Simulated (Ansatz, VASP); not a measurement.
# Pt in VASP and in Ansatz

The input INCAR:

```
ALGO = Normal ; EDIFF = 1E-6
EDIFFG = -0.02 ; ENCUT = 600
GGA = PS ; IBRION = 2
ISIF = 3 ; ISMEAR = -1
IVDW = 12 ; LASPH = T
LCHARG = F ; LREAL = F
LWAVE = F ; NELM = 80
NSW = 80 ; PREC = Accurate
SIGMA = 0.05
```

KPOINTS

```
k-points
0
Gamma
  12 12 12
```

The input POSCAR:

```
Pt
1.0
    0.0000000000      1.9609000000      1.9609000000
    1.9609000000      0.0000000000      1.9609000000
    1.9609000000      1.9609000000      0.0000000000
Pt
1
Direct
    0.0000000000      0.0000000000      0.0000000000
```

Contents of input.yaml:

```yaml
crystal:
  lattice:
    - [0.0, 1.9609, 1.9609]
    - [1.9609, 0.0, 1.9609]
    - [1.9609, 1.9609, 0.0]
  atoms:
    - { symbol: Pt, position: [0.0, 0.0, 0.0] }
kpoints:
  mp_grid: { grid: [12, 12, 12] }
scf:
  occupations: { method: fermi_dirac, width: 0.05 }
hamiltonian:
  xc: pbesol
  dispersion: d3bj
  pseudopotentials: { kind: all_electron, lapw: { basis_error: 0.001 } }
output:
  forces: true
  stress: true
relax:
  f_tol: 0.02
  max_steps: 60
  cell: {}
```

Alike in both runs: task relaxation of cell and atoms; functional PBEsol; dispersion D3(BJ); k mesh 12 × 12 × 12; occupations fermi-dirac, width 0.05 eV; no spin polarisation.

|  | VASP | Ansatz |
| --- | --- | --- |
| version | VASP 6.6.1 | Ansatz 0.2.0 |
| potentials or method | VASP PAW PBE potentials, release 64 (Pt), cutoff 600 eV | all-electron LAPW, scalar-relativistic |

Ansatz gave:

```
relaxed volume (Å³/atom)                                     : 14.63
relaxed cell length with the largest relative difference (Å) : 2.746
```

Q: What did VASP give for the same quantities?

A: Relaxed volume (Å³/atom): 14.62; relaxed cell length with the largest relative difference (Å): 2.745.

VASP's potentials were made for PBE, not for PBEsol. Ansatz ran all-electron here, and VASP with PAW potentials.

Spin-orbit coupling is off throughout.
